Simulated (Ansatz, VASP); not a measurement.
# Ta2AlF3 in VASP and in Ansatz

```xyz
6
Lattice="4.0102 0.0000 0.0000 0.0000 4.0102 0.0000 0.0000 0.0000 6.1996" Properties=species:S:1:pos:R:3 pbc="T T T"
Ta    2.0051    2.0051    0.0000
Ta    0.0000    0.0000    3.0998
Al    0.0000    0.0000    0.0000
F     0.0000    0.0000    4.4258
F     0.0000    0.0000    1.7738
F     2.0051    2.0051    3.0998
```

Alike in both runs: task single point; functional PBE; k mesh 4 × 4 × 4; occupations gaussian, width 0.1 eV; collinear spin.

```csv
,VASP,Ansatz
version,VASP 6.6.1,Ansatz 0.2.0
potentials or method,"VASP PAW PBE potentials, release 64 (Ta_pv, Al, F), cutoff 520 eV","scalar-relativistic, plane waves, PAW"
valence electrons in the cell,46,50
```

|  | VASP | Ansatz | Ansatz less VASP |
| --- | --- | --- | --- |
| gap on the k mesh at the Fermi level (eV) | none | none | - |
| rms of the force components (eV/Å) | 31.961 | 28.678 | -3.2829 |
| net moment per atom (μB) | 0.21 | 0.20 | -0.008 |
| size of the moment on the site where the two differ most (μB) | 0.25 | 0.03 | -0.220 |

Site moments also hang on the region over which each program counts them. Atom by atom the forces differ by 3.283 eV/Å (rms over components). A gap of «none» marks a metal or a gap that the smearing closes. The functional is the same, so the differences come from potentials, cutoffs and numerics. VASP's potentials hold 46 valence electrons a cell and Ansatz's 50, so a difference there can come from the potentials and not from the codes.

The k mesh is coarse, so the values compare programs but aren't converged. Spin-orbit coupling is off throughout.
